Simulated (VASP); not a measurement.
Here is a VASP 6.6.1 calculation.

POSCAR

```
C
1.0
    2.4554526557      0.0000000000      0.0000000000
   -1.2277263278      2.1264843776      0.0000000000
    0.0000000000      0.0000000000      6.7304039101
C
4
Direct
    0.0000000000      0.0000000000      0.2500000000
    0.0000000000      0.0000000000      0.7500000000
    0.3333333333      0.6666666667      0.2500000000
    0.6666666667      0.3333333333      0.7500000000
```

File INCAR.step1:

```
SYSTEM = C
  PREC = Accurate
  ENCUT = 520
  ISMEAR = 0
  SIGMA = 0.1
  LREAL = .False.
  LASPH = .True.
  NELM = 60
  NBANDS = 16
  GGA = PE
  ALGO = Normal
  EDIFF = 1E-4
  LWAVE = .True.
  LCHARG = .False.
```

The input INCAR.step2:

```
SYSTEM = C
  PREC = Accurate
  ENCUT = 520
  EDIFF = 1E-7
  ISMEAR = 0
  SIGMA = 0.1
  LREAL = .False.
  LASPH = .True.
  NELM = 60
  ALGO = Normal
  ISIF = 2
  LWAVE = .False.
  LCHARG = .True.
  METAGGA = R2SCAN
  LMIXTAU = .True.
  IVDW = 12
  VDW_S6 = 1.0
  VDW_S8 = 0.78981345
  VDW_A1 = 0.49484001
  VDW_A2 = 5.73083694
  LELF = .True.
  LVHAR = .True.
  NBANDS = 16
  ISTART = 1
```

KPOINTS

```
regular mesh
0
Gamma
  21 21 6
  0 0 0
```

Potentials or basis: VASP PAW PBE potentials, release 64 (C).

Run with:

```console
$ cat potpaw_PBE.64/C/POTCAR > POTCAR
$ cp INCAR.step1 INCAR
$ mpirun -np 1 vasp_std > vasp.out
$ cp INCAR.step2 INCAR
$ mpirun -np 1 vasp_std > vasp.out
```

**Question.** Estimate the pressure.

**Answer.** 0.7 GPa.

**Question.** Predict the dispersion energy per atom.

**Answer.** -0.076 eV.

**Question.** What does it give for the band gap on the k mesh?

**Answer.** Zero (bands 8 and 9 overlap by 0.03 eV).

Stress tensor (GPa, compression positive):
```
 1.07  0.00  0.00
 0.00  1.07  0.00
 0.00  0.00 -0.10
```

Caveat: the PAW data sets were made with another functional, which shifts forces and pressure a little.
